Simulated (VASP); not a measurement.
# P (Cmce) in VASP: a series of runs, part 2 of 2

VASP 6.6.1. The steps go on from the part before.

## 5. Relaxation of cell and atoms, PBE, target pressure 10 GPa, at which the enthalpy is minimised

This run uses another cell than the first one, of 20.46 Å³/atom.

INCAR

```
  PREC = Accurate
  ENCUT = 600
  EDIFF = 1E-6
  ISMEAR = -1
  SIGMA = 0.05
  LREAL = F
  LASPH = T
  NELM = 80
  ALGO = Normal
  ISIF = 3
  LWAVE = F
  LCHARG = F
  GGA = PE
  IBRION = 2
  NSW = 60
  EDIFFG = -0.01
  PSTRESS = 100.0
```

KPOINTS

```
regular mesh
0
Gamma
  8 8 6
```

POSCAR

```
P
1.0
    1.6477431241     -5.4650377251      0.0000000000
    1.6477431241      5.4650377251      0.0000000000
    0.0000000000      0.0000000000      4.5436355900
P
4
Direct
    0.9041431300      0.0958568700      0.5888151700
    0.0958568700      0.9041431300      0.4111848300
    0.5958568700      0.4041431300      0.0888151700
    0.4041431300      0.5958568700      0.9111848300
```

Launch:

```console
cat potpaw_PBE.64/P/POTCAR > POTCAR
mpirun -np 1 vasp_std > vasp.out
```

Wall time 17 min (1 thread of Intel Xeon Platinum 8488C (Sapphire Rapids), shared host); peak memory 0.33 GiB.

It converged, with:

| Property | Result |
| --- | --- |
| Free energy | -21.0105 eV |
| Relaxed volume | 15.29 Å³/atom |
| Relaxed cell | a = 5.171 Å, b = 5.171 Å, c = 3.754 Å, α = 90.00°, β = 90.00°, γ = 142.46° |
| Space group after relaxing (to 0.1 Å) | Cmce (No. 64) |
| Energy change on relaxing (the run minimises the enthalpy) | +120.2 meV/atom |
| Ionic steps | 19 |
| Pressure after relaxing | 10.0 GPa |
| Largest force after relaxing | 0.005 eV/Å |
| Band gap on the k mesh | zero (bands 10 and 11 overlap by 0.86 eV) |

Forces in eV/Å, atoms in the order of the input:
```
P    0.000  0.004 -0.003
P    0.000 -0.004  0.003
P    0.000 -0.004 -0.003
P    0.000  0.004  0.003
```

Stress tensor (GPa, compression positive):
```
10.08  0.00  0.00
 0.00  9.94  0.00
 0.00  0.00  9.99
```

Step by step:
| step | energy change (eV) | largest force (eV/Å) | pressure (GPa) | volume (Å³) |
| --- | --- | --- | --- | --- |
| 1 | 0.0000 | 0.2863 | 1.68 | 81.83 |
| 2 | 0.5907 | 1.7102 | 17.34 | 69.89 |
| 3 | 0.2666 | 1.1246 | 10.72 | 73.90 |
| 4 | 0.2623 | 0.8206 | 10.37 | 70.54 |
| 5 | 0.5343 | 0.7632 | 10.59 | 63.00 |
| 6 | 0.5556 | 0.3854 | 10.12 | 60.89 |
| 7 | 0.5452 | 0.3392 | 10.10 | 61.05 |
| 8 | 0.5161 | 0.1039 | 10.79 | 61.00 |
| 9 | 0.5142 | 0.0755 | 11.22 | 60.96 |
| 10 | 0.4417 | 0.1009 | 9.14 | 61.93 |
| 11 | 0.4361 | 0.1112 | 8.95 | 62.02 |
| 12 | 0.4502 | 0.1196 | 9.64 | 61.70 |
| 13 | 0.4538 | 0.1324 | 9.79 | 61.64 |
| 14 | 0.4677 | 0.0656 | 9.99 | 61.38 |
| 15 | 0.4713 | 0.0717 | 10.04 | 61.33 |
| 16 | 0.4754 | 0.0190 | 9.77 | 61.25 |
| 17 | 0.4746 | 0.0129 | 9.81 | 61.26 |
| 18 | 0.4858 | 0.0158 | 10.14 | 61.08 |
| 19 | 0.4809 | 0.0052 | 10.00 | 61.16 |

Final structure:
```
P
1.0
     1.66383   -4.89562    0.00000
     1.66383    4.89562    0.00000
     0.00000    0.00000    3.75413
P
4
Direct
  0.88793 0.11207 0.55385
  0.11207 0.88793 0.44615
  0.61207 0.38793 0.05385
  0.38793 0.61207 0.94615
```

Levels at points of the mesh, in eV from the Fermi level:
```csv
k point,band 8,band 9,band 10,band 11,band 12,band 13
"(0.00, 0.00, 0.00)",-3.21,-2.82,-1.21,1.37,1.85,1.91
"(0.50, 0.00, 0.00)",-2.87,-2.48,-2.48,0.31,0.31,1.45
"(0.50, 0.50, 0.00)",-2.53,-2.25,-1.20,-0.02,1.09,2.78
"(0.00, 0.00, 0.50)",-3.08,-0.36,-0.36,1.16,1.16,1.40
"(0.50, 0.00, 0.50)",-6.35,-2.47,-2.47,1.32,1.32,6.42
"(0.50, 0.50, 0.50)",-2.34,-0.83,-0.83,0.96,0.96,2.04
```

Caveat: the cell is relaxed towards a set pressure, so the run minimises the enthalpy, not the energy; the volume moved by over 15 % at a fixed basis, so the end points are rough.

## 6. Single point, PBE

This run uses another cell than the first one, of 19.64 Å³/atom.

INCAR

```
SYSTEM = P
PREC = Accurate
ENCUT = 520
EDIFF = 1E-6
ISMEAR = -1
SIGMA = 0.05
LREAL = .False.
LASPH = .True.
NELM = 100
ALGO = Normal
ISIF = 2
LWAVE = .False.
LCHARG = .False.
GGA = PE
NBANDS = 18
```

KPOINTS

```
regular mesh
0
Gamma
  8 8 6
  0 0 0
```

POSCAR

```
P
1.0
    1.6254735952     -5.3911768097      0.0000000000
    1.6254735952      5.3911768097      0.0000000000
    0.0000000000      0.0000000000      4.4822275814
P
4
Direct
    0.9041431300      0.0958568700      0.5888151700
    0.0958568700      0.9041431300      0.4111848300
    0.5958568700      0.4041431300      0.0888151700
    0.4041431300      0.5958568700      0.9111848300
```

Potentials or basis: VASP PAW PBE potentials, release 64 (P).

Launch:

```console
cat potpaw_PBE.64/P/POTCAR > POTCAR
mpirun -np 1 vasp_std > vasp.out
```

Run time: 60 s. Hardware: 1 thread of AMD EPYC 9R45 (Zen 5), shared host; peak memory 0.24 GiB.

It converged, with:

```yaml
Free_energy: -21.4222 eV
Pressure: 5.1 GPa
Largest_force: 0.647 eV/Å
Band_gap_on_the_k_mesh: 0.05 eV
```

Forces in eV/Å, atoms in the order of the input:
```
P    0.000  0.416 -0.496
P    0.000 -0.416  0.496
P    0.000 -0.416 -0.496
P    0.000  0.416  0.496
```

Stress tensor (GPa, compression positive):
```
5.80 0.00 0.00
0.00 4.41 0.00
0.00 0.00 5.10
```

Levels at points of the mesh, in eV from the valence-band top:
```csv
k point,band 8,band 9,band 10,band 11,band 12,band 13
"(0.00, 0.00, 0.00)",-2.94,-2.65,-1.30,0.50,0.97,1.95
"(0.50, 0.00, 0.00)",-3.53,-2.76,-2.76,0.62,0.62,1.40
"(0.50, 0.50, 0.00)",-2.49,-1.68,0.00,0.05,0.74,2.22
"(0.00, 0.00, 0.50)",-3.39,-1.72,-1.72,1.52,1.52,2.93
"(0.50, 0.00, 0.50)",-5.48,-1.89,-1.89,1.61,1.61,3.48
"(0.50, 0.50, 0.50)",-2.88,-2.02,-2.02,1.42,1.42,2.64
```

Caveat: the cell stands under pressure.

## 7. The runs side by side

```csv
task,cell,cutoff (eV),gap on the mesh (eV),pressure (GPa),largest force (eV/Å)
single point,"a = 5.481, b = 5.481, c = 4.325 Å, angles 90.0, 90.0, 144.8°, 4 atoms, atomic positions A",520,0.06,1.7,0.06
single point,"a = 5.869, b = 5.869, c = 4.559 Å, angles 90.0, 90.0, 147.2°, 4 atoms, atomic positions B",520,0.14,-0.3,0.05
relaxation of cell and atoms,"relaxed to 5 GPa from a = 5.708, b = 5.708, c = 4.544 Å, angles 90.0, 90.0, 146.4°, 4 atoms, atomic positions C",600,none,5.0,-
relaxation of cell and atoms,"relaxed to 10 GPa from a = 5.708, b = 5.708, c = 4.544 Å, angles 90.0, 90.0, 146.4°, 4 atoms, atomic positions C",600,none,10.0,0.01
single point,"a = 5.631, b = 5.631, c = 4.482 Å, angles 90.0, 90.0, 146.4°, 4 atoms, atomic positions C",520,0.05,5.1,0.65
```

Alike in all rows: level PBE; potentials or basis VASP PAW PBE potentials, release 64 (P); no spin polarisation; k mesh 8 × 8 × 6; smearing fermi-dirac 0.05 eV.

Caveats: the cell is relaxed towards a set pressure, so the run minimises the enthalpy, not the energy (at least some runs); the volume moved by over 15 % at a fixed basis, so the end points are rough (at least some runs); the cell stands under pressure (at least some runs).

Absolute energies hang on the potentials; compare differences alone.
